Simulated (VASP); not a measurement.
System: Sb, a slab with vacuum.

```
Sb
1.0
     4.10518    0.00000    0.00000
    -2.05259    3.55519    0.00000
     0.00000    0.00000   26.85525
Sb
2
Direct
  0.33333 0.66667 0.31498
  0.66667 0.33333 0.37493
```

Base run:

* Program: VASP 6.6.1
* Functional: HSE06
* Potentials or basis: VASP PAW PBE potentials, release 64 (Sb)
* Cutoff: 520 eV
* k mesh: 6 × 6 × 1
* Occupations: gaussian, width 0.01 eV
* Spin: no spin polarisation

Its results: band gap on the k mesh 1.91 eV (least direct gap 2.27 eV); largest force 0.224 eV/Å.

The run is repeated on the same cell with these changes: functional from HSE06 to PBE0. What comes out?

Band gap on the k mesh 2.55 eV (least direct gap 2.91 eV); largest force 0.247 eV/Å.

Caveats: the PAW data sets were made with another functional, which shifts forces and pressure a little; spin-orbit coupling is left out, which moves the levels of the heavy elements.

A k mesh can miss the band edges.
